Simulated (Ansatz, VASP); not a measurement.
# LuH2: VASP beside Ansatz

File INCAR:

```
SYSTEM = LuH2
PREC     = Accurate       ! precision mode
ENCUT    = 520            ! plane-wave cutoff, eV
EDIFF    = 1E-8           ! SCF threshold, eV
ISMEAR   = -1             ! smearing method
SIGMA    = 0.02           ! smearing width, eV
LREAL    = .FALSE.        ! projectors in reciprocal space
LASPH    = .TRUE.         ! aspherical terms in the spheres
NELM     = 80             ! most SCF steps
ALGO     = Normal         ! electronic algorithm
ISIF     = 2              ! what is computed and relaxed
LWAVE    = .FALSE.        ! write WAVECAR
LCHARG   = .FALSE.        ! write CHGCAR
GGA      = CA             ! functional
LEFG     = .TRUE.       
NBANDS   = 20             ! bands
```

File KPOINTS:

```
regular mesh
0
G
  8 8 8
  0 0 0
```

POSCAR

```
LuH2
1.0
    0.0503300000      2.5416650000      2.5416650000
    2.5416650000      0.0503300000      2.5416650000
    2.5416650000      2.5416650000      0.0503300000
Lu H
1 2
Direct
    0.0000000000      0.0000000000      0.0000000000
    0.2500000000      0.2500000000      0.2500000000
    0.7500000000      0.7500000000      0.7500000000
```

Input for Ansatz:

```yaml
crystal:
  lattice:
    - [0.05033, 2.541665, 2.541665]
    - [2.541665, 0.05033, 2.541665]
    - [2.541665, 2.541665, 0.05033]
  atoms:
    - { symbol: Lu, position: [0.0, 0.0, 0.0] }
    - { symbol: H, position: [0.25, 0.25, 0.25] }
    - { symbol: H, position: [0.75, 0.75, 0.75] }
kpoints:
  mp_grid: { grid: [8, 8, 8] }
scf:
  occupations: { method: fermi_dirac, width: 0.02 }
hamiltonian:
  xc: lda
  pseudopotentials: { kind: all_electron, datasets: crystal }
output:
  forces: true
  stress: true
  eigenvalues: true
  efg: { contact_densities: true }
```

Change from the starting cell: equal xy, yz and zx shear strains of +2 %, crystal datasets.

Alike in both runs: task electric field gradients; functional LDA; k mesh 8 × 8 × 8; occupations fermi-dirac, width 0.02 eV; no spin polarisation.

|  | VASP | Ansatz |
| --- | --- | --- |
| version | VASP 6.6.1 | Ansatz 0.2.0 |
| potentials or method | VASP PAW PBE potentials, release 64 (Lu, H), cutoff 520 eV | all-electron PAW with datasets made for the crystal, scalar-relativistic |

|  | VASP | Ansatz | Ansatz less VASP |
| --- | --- | --- | --- |
| pressure (GPa) | -6.1 | -6.6 | -0.54 |
| traceless stress, the component that is largest in VASP (GPa) | -1.73 | -1.69 | +0.035 |
| rms of the force components (eV/Å) | 0.049 | 0.047 | -0.0019 |
| size of Vzz on the site where it differs most (V/Å²) | 48.3 | 48.0 | -0.26 |

VASP's potentials were made for PBE, not for LDA. LDA's correlation is that of Perdew and Zunger in VASP and of Perdew and Wang (1992) in Ansatz. Atom by atom the forces differ by 0.002 eV/Å (rms over components). Ansatz ran all-electron here, and VASP with PAW potentials.

Neither program's run includes spin-orbit coupling.
